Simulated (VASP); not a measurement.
# SiC (e600) (F-43m) in VASP: notebook

Runs on SiC (e600). Level: PBEsol. Tasks: single point.

All numbers are computed with VASP 6.6.1; they aren't measurements. Logs are shortened: lines on timing, memory, paths and dates and some standing lists are left out, and cuts for length are marked.

## (1) The cell of the first run

It takes space group F-43m (No. 216, cubic). Conventional cell: a = 4.357 Å, b = 4.357 Å, c = 4.357 Å, α = 90.00°, β = 90.00°, γ = 90.00°. Within 2.5 Å of Si (site symmetry -43m) lie 4 C at 1.89 Å. Within 2.5 Å of C (site symmetry -43m) lie 4 Si at 1.89 Å.

## (2) Single point, PBEsol

Contents of INCAR:

```
SYSTEM = SiC
PREC = Accurate ; ENCUT = 600
EDIFF = 1E-6 ; ISMEAR = 0
SIGMA = 0.02 ; LREAL = .False.
LASPH = .True. ; NELM = 120
ALGO = Normal ; ISIF = 2
LWAVE = .False. ; LCHARG = .True.
GGA = PS ; LELF = .True.
LVHAR = .True. ; NBANDS = 11
GGA_COMPAT = .False.
```

Contents of KPOINTS:

```
Automatic mesh
0
Gamma
  10 10 10
  0 0 0
```

Contents of POSCAR:

```
SiC
1.0
    0.0000000000      2.1783852749      2.1783852749
    2.1783852749      0.0000000000      2.1783852749
    2.1783852749      2.1783852749      0.0000000000
Si C
1 1
Direct
    0.0000000000      0.0000000000      0.0000000000
    0.2500000000      0.2500000000      0.2500000000
```

Potentials or basis: VASP PAW PBE potentials, release 64 (Si, C).

Run with:

```sh
$ cat potpaw_PBE.64/Si/POTCAR potpaw_PBE.64/C/POTCAR > POTCAR
$ mpirun -np 1 vasp_std > vasp.out
```

OUTCAR:

```text
SYSTEM = SiC
   PREC = Accurate
   ENCUT = 600
   EDIFF = 1E-6
   ISMEAR = 0
   LREAL = .False.
   LASPH = .True.
   NELM = 120
   ISIF = 2
   GGA = PS

 ion  position               nearest neighbor table
   1  0.000  0.000  0.000-   2 1.89   2 1.89   2 1.89   2 1.89
   2  0.250  0.250  0.250-   1 1.89   1 1.89   1 1.89   1 1.89

  LATTYP: Found a face centered cubic cell.
 ALAT       =     4.3567705498

  Lattice vectors:

 A1 = (   0.0000000000,   2.1783852749,   2.1783852749)
 A2 = (   2.1783852749,   0.0000000000,   2.1783852749)
 A3 = (   2.1783852749,   2.1783852749,   0.0000000000)

Analysis of symmetry for initial positions (statically):
=====================================================================
 Subroutine PRICEL returns:
 Original cell was already a primitive cell.

 Routine SETGRP: Setting up the symmetry group for a
 face centered cubic supercell.

 Subroutine GETGRP returns: Found 24 space group operations
 (whereof 24 operations were pure point group operations)
 out of a pool of 48 trial point group operations.

The static configuration has the point symmetry T_d .

Analysis of symmetry for dynamics (positions and initial velocities):
=====================================================================
 Subroutine PRICEL returns:
 Original cell was already a primitive cell.

 Routine SETGRP: Setting up the symmetry group for a
 face centered cubic supercell.

 Subroutine GETGRP returns: Found 24 space group operations
 (whereof 24 operations were pure point group operations)
 out of a pool of 48 trial point group operations.

The dynamic configuration has the point symmetry T_d .

 Subroutine INISYM returns: Found 24 space group operations
 (whereof 24 operations are pure point group operations),
 and found     1 'primitive' translations

----------------------------------------------------------------------------------------

                                     Primitive cell

  volume of cell :      20.6745

  direct lattice vectors                    reciprocal lattice vectors
     0.000000000  2.178385275  2.178385275    -0.229527809  0.229527809  0.229527809
     2.178385275  0.000000000  2.178385275     0.229527809 -0.229527809  0.229527809
     2.178385275  2.178385275  0.000000000     0.229527809  0.229527809 -0.229527809

  length of vectors
     3.080702000  3.080702000  3.080702000     0.397553827  0.397553827  0.397553827

  position of ions in fractional coordinates (direct lattice)
     0.000000000  0.000000000  0.000000000
     0.250000000  0.250000000  0.250000000

  ion indices of the primitive-cell ions
   primitive index   ion index
                 1           1
[... 79 lines left out ...]
   ISIF   =      2    stress and relaxation
   ISYM   =      2    0-nonsym 1-usesym 2-fastsym
   POTIM  = 0.5000    time-step for ionic-motion
   TEBEG  =    0.0;   TEEND  =   0.0 temperature during run
   PSTRESS=    0.0 pullay stress
   NELECT =       8.0000    total number of electrons
   NUPDOWN=      -1.0000    fix difference up-down
   EMIN   =  10.00;   EMAX   =-10.00  energy-range for DOS
   EFERMI =   0.00;   METHOD = LEGACY
   ISMEAR =     0;   SIGMA  =   0.02  broadening in eV -4-tet -1-fermi 0-gaus
   EFERMI_NEDOS =   21; number of points for ismear=-14 and -15
   IALGO  =     38    algorithm
   IMIX   =      4    mixing-type and parameters
     AMIX     =   0.40;   BMIX     =  1.00
     AMIX_MAG =   1.60;   BMIX_MAG =  1.00
  volume/ion in A,a.u.               =      10.34        69.76
  Fermi-wavevector in a.u.,A,eV,Ry     =   1.192963  2.254372 19.363262  1.423160
  Thomas-Fermi vector in A             =   2.328988
   LORBIT       =      0    0 simple, 1 ext, 2 COOP (PROOUT), +10 PAW based schemes
   GGA     = PS    functional components
   LHFCALC =     F    Hartree Fock is set to
   AEXX    =    0.0000 exact exchange contribution
   IVDW    =     0    specifies the selected vdW correction
   LEPSILON=     F    determine dielectric tensor
   LRPA    =     F    only Hartree local field effects (RPA)
 non-spin polarized calculation
 Gauss-broadening in eV      SIGMA  =   0.02
  energy-cutoff  :      600.00
  volume of cell :       20.67
 maximum number of plane-waves:       701
 NGX is ok and might be reduce to    28
   NGX = 13   NGY = 13   NGZ = 13

 number of electron       8.0000000 magnetization

 Free energy of the ion-electron system (eV)
  ---------------------------------------------------
  ext. energy  EPLUGINS =         0.00000000
  ---------------------------------------------------
  free energy    TOTEN  =       -15.91608692 eV

  energy without entropy =      -15.91608692  energy(sigma->0) =      -15.91608692

 E-fermi :   8.1890     XC(G=0): -11.5085

 val. band max:        8.0654251961   @ k =   0.0000   0.0000   0.0000
 cond. band min:       9.2988557082   @ k =   0.5000   0.5000   0.0000
 fundamental gap:      1.2334305121
 Fermi energy:         8.1889615118

 k-point     1 :       0.0000    0.0000    0.0000
  band No.  band energies     occupation
      1      -7.3653      2.00000
      2       8.0654      2.00000
      3       8.0654      2.00000
      4       8.0654      2.00000
      5      14.2621      0.00000
      6      15.3144      0.00000
      7      15.3144      0.00000
      8      15.3144      0.00000
      9      22.5274      0.00000
     10      22.5274      0.00000
     11      24.3415      0.00000
[... 309 lines left out ...]
 k-point    24 :       0.4000    0.3000    0.0000
  band No.  band energies     occupation
      1      -4.2034      2.00000
      2       2.4784      2.00000
      3       4.8798      2.00000
      4       5.4179      2.00000
      5      10.8229      0.00000
      6      13.5811      0.00000
      7      19.6276      0.00000
      8      19.9362      0.00000
      9      21.7523      0.00000
     10      26.0875      0.00000
     11      29.2472      0.00000

 [... further k-points ...]
[... 5 lines left out ...]
  --------------------------------------------------------------------------------------
  -------------------------------------------------------------------------------------
  Total        0.0297995      0.0297995      0.0297995      0.0000000     -0.0000000     -0.0000000
  in kB        2.3093242      2.3093242      2.3093242      0.0000000     -0.0000000     -0.0000000
  external PRESSURE =       2.3093242 kB  Pullay stress =       0.0000000 kB

 VOLUME and BASIS-vectors are now :
 -----------------------------------------------------------------------------
  energy-cutoff  :      600.00
  volume of cell :       20.67
      direct lattice vectors                 reciprocal lattice vectors
     0.000000000  2.178385275  2.178385275    -0.229527809  0.229527809  0.229527809
     2.178385275  0.000000000  2.178385275     0.229527809 -0.229527809  0.229527809
     2.178385275  2.178385275  0.000000000     0.229527809  0.229527809 -0.229527809

 POSITION                                       TOTAL-FORCE (eV/Angst)
 -----------------------------------------------------------------------------------
      0.00000      0.00000      0.00000        -0.000000     -0.000000     -0.000000
      1.08919      1.08919      1.08919         0.000000      0.000000      0.000000
 -----------------------------------------------------------------------------------
    total drift:                               -0.000000     -0.000000     -0.000000

  FREE ENERGIE OF THE ION-ELECTRON SYSTEM (eV)
  ---------------------------------------------------
  free  energy   TOTEN  =       -15.9160869249 eV

  energy  without entropy=      -15.9160869249  energy(sigma->0) =      -15.91608692
```

stdout:

```text
POSCAR found type information on POSCAR SiC
 POSCAR found :  2 types and       2 ions
 scaLAPACK will be used
 -----------------------------------------------------------------------------
|                                                                             |
|                                                                             |
|     You enforced a specific xc type in the INCAR file but a different       |
|     I HOPE YOU KNOW WHAT YOU ARE DOING!                                     |
|                                                                             |
 -----------------------------------------------------------------------------

 LDA part: xc-table for (Slater+PW92), standard interpolation
 POSCAR, INCAR and KPOINTS ok, starting setup
 FFT: planning ... GRIDC
 FFT: planning ... GRID_SOFT
 FFT: planning ... GRID
 WAVECAR not read
 entering main loop
```

Wall time 35 s (1 thread of AMD EPYC 7R13, shared host); peak memory 0.12 GiB.

Results:

* Free energy: -15.9161 eV
* Pressure: 0.2 GPa
* Band gap on the k mesh: 1.23 eV, indirect (least direct gap 4.44 eV)

Caveat: the PAW data sets were made with another functional, which shifts forces and pressure a little.

## (3) Single point, PBEsol

Contents of INCAR:

```
SYSTEM = SiC
PREC = Accurate ; ENCUT = 600
EDIFF = 1E-6 ; ISMEAR = 0
SIGMA = 0.01 ; LREAL = .FALSE.
LASPH = .TRUE. ; NELM = 120
ALGO = Normal ; ISIF = 2
LWAVE = .FALSE. ; LCHARG = .TRUE.
GGA = PS ; LELF = .TRUE.
LVHAR = .TRUE. ; NBANDS = 11
GGA_COMPAT = .FALSE.
```

Contents of KPOINTS:

```
Automatic mesh
0
G
  10 10 10
  0 0 0
```

POSCAR is that of step 2.

Potentials or basis: VASP PAW PBE potentials, release 64 (Si, C).

Run with:

```sh
$ cat potpaw_PBE.64/Si/POTCAR potpaw_PBE.64/C/POTCAR > POTCAR
$ mpirun -np 1 vasp_std > vasp.out
```

Run time: 40 s. Hardware: 1 thread of AMD EPYC 7R13, shared host; peak memory 0.12 GiB.

It converged, with:

* Free energy: -15.9161 eV
* Pressure: 0.2 GPa
* Band gap on the k mesh: 1.23 eV, indirect (least direct gap 4.44 eV)

Levels at points of the mesh, in eV from the valence-band top:
| k point | band 1 | band 2 | band 3 | band 4 | band 5 | band 6 | band 7 | band 8 | band 9 |
| --- | --- | --- | --- | --- | --- | --- | --- | --- | --- |
| (0.00, 0.00, 0.00) | -15.43 | 0.00 | 0.00 | 0.00 | 6.20 | 7.25 | 7.25 | 7.25 | 14.46 |
| (0.50, 0.00, 0.00) | -11.82 | -8.60 | -1.06 | -1.06 | 5.38 | 7.14 | 7.14 | 9.92 | 16.02 |
| (0.50, 0.50, 0.00) | -10.36 | -7.84 | -3.21 | -3.21 | 1.23 | 4.20 | 13.96 | 13.96 | 14.69 |

Caveat: the PAW data sets were made with another functional, which shifts forces and pressure a little. A k mesh can miss the band edges.

## (4) Single point, PBEsol

Contents of INCAR:

```
  PREC = Accurate
  ENCUT = 600
  EDIFF = 1E-6
  ISMEAR = 0
  SIGMA = 0.01
  LREAL = F
  LASPH = T
  NELM = 120
  ALGO = Normal
  ISIF = 2
  LWAVE = F
  LCHARG = F
  GGA = PS
  NBANDS = 11
  GGA_COMPAT = F
```

Contents of KPOINTS:

```
regular mesh
0
Gamma
  10 10 10
```

POSCAR is that of step 3.

Run with:

```sh
$ cat potpaw_PBE.64/Si/POTCAR potpaw_PBE.64/C/POTCAR > POTCAR
$ mpirun -np 1 vasp_std > vasp.out
```

Wall time 42 s (1 thread of AMD EPYC 7R13, shared host); peak memory 0.12 GiB.

The run converged. Its results:

- Free energy: -15.9161 eV
- Pressure: 0.2 GPa
- Band gap on the k mesh: 1.23 eV, indirect (least direct gap 4.44 eV)

Levels at points of the mesh, in eV from the valence-band top:
```csv
k point,band 2,band 3,band 4,band 5,band 6,band 7
"(0.00, 0.00, 0.00)",0.00,0.00,0.00,6.20,7.25,7.25
"(0.50, 0.00, 0.00)",-8.60,-1.06,-1.06,5.38,7.14,7.14
"(0.50, 0.50, 0.00)",-7.84,-3.21,-3.21,1.23,4.20,13.96
```

Caveat: the PAW data sets were made with another functional, which shifts forces and pressure a little. A hybrid or GW would open this gap; PBEsol tends to underestimate it.
